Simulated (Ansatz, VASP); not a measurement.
## HfMoC2: VASP beside Ansatz

The input INCAR:

```
SYSTEM = HfMoC2
PREC     = Accurate       ! precision mode
ENCUT    = 520            ! plane-wave cutoff, eV
EDIFF    = 1E-7           ! SCF threshold, eV
ISMEAR   = -1             ! smearing method
SIGMA    = 0.05           ! smearing width, eV
LREAL    = .FALSE.        ! projectors in reciprocal space
LASPH    = .TRUE.         ! aspherical terms in the spheres
NELM     = 100            ! most SCF steps
ALGO     = Normal         ! electronic algorithm
ISIF     = 2              ! what is computed and relaxed
LWAVE    = .FALSE.        ! write WAVECAR
LCHARG   = .FALSE.        ! write CHGCAR
GGA      = RE             ! functional
NBANDS   = 24             ! bands
```

Contents of KPOINTS:

```
Automatic mesh
0
G
  5 5 4
  0 0 0
```

File POSCAR:

```
HfMoC2
1.0
    3.1914230000      0.0000000000      0.0000000000
    0.0000000000      3.1914230000      0.0000000000
    0.0000000000      0.0000000000      4.4851640000
Hf Mo C
1 1 2
Direct
    0.0000000000      0.0000000000      0.0000000000
    0.5000000000      0.5000000000      0.5000000000
    0.5000000000      0.5000000000      0.0000000000
    0.0000000000      0.0000000000      0.5000000000
```

File input.yaml:

```yaml
crystal:
  lattice:
    - [3.191423, 0.0, 0.0]
    - [0.0, 3.191423, 0.0]
    - [0.0, 0.0, 4.485164]
  atoms:
    - { symbol: Hf, position: [0.0, 0.0, 0.0] }
    - { symbol: Mo, position: [0.5, 0.5, 0.5] }
    - { symbol: C, position: [0.5, 0.5, 0.0] }
    - { symbol: C, position: [0.0, 0.0, 0.5] }
hamiltonian:
  xc: revpbe
  pseudopotentials: { kind: paw }
kpoints:
  mp_grid: { grid: [5, 5, 4] }
  band_path:
    path:
      - [[0.0, 0.0, 0.0], [0.0, 0.5, 0.0], [0.5, 0.5, 0.0], [0.0, 0.0, 0.0], [0.0, 0.0, 0.5], [0.0, 0.5, 0.5], [0.5, 0.5, 0.5], [0.0, 0.0, 0.5]]
      - [[0.0, 0.5, 0.0], [0.0, 0.5, 0.5]]
      - [[0.5, 0.5, 0.0], [0.5, 0.5, 0.5]]
    npoints: 14
scf:
  occupations: { method: fermi_dirac, width: 0.05 }
  n_extra_bands: 10
output:
  forces: true
  stress: true
  eigenvalues: true
  fatbands: true
```

Alike in both runs: functional revPBE; k mesh 5 × 5 × 4; occupations fermi-dirac, width 0.05 eV; no spin polarisation.

|  | VASP | Ansatz |
| --- | --- | --- |
| version | VASP 6.6.1 | Ansatz 0.2.0 |
| potentials or method | VASP PAW PBE potentials, release 64 (Hf_pv, Mo_sv, C) | Ansatz PAW |
| plane-wave cutoff (eV) | 520 | 420 |
| valence electrons in the cell | 32 | 48 |
| task | single point | band structure |

VASP gave:

| Property | Result |
| --- | --- |
| gap on the k mesh at the Fermi level (eV) | none |
| pressure (GPa) | 1.9 |
| traceless stress, the component that is largest in VASP (GPa) | 4.47 |

Question: Which values does Ansatz return?

Answer: gap on the k mesh at the Fermi level (eV): none; pressure (GPa): 2.1; traceless stress, the component that is largest in VASP (GPa): 4.39.

VASP's potentials were made for PBE, not for revPBE. A gap of «none» marks a metal or a gap that the smearing closes. VASP's potentials hold 32 valence electrons a cell and Ansatz's 48, so a difference there can come from the potentials and not from the codes.

The k mesh is coarse, so the values compare programs but aren't converged. Spin-orbit coupling is off throughout.
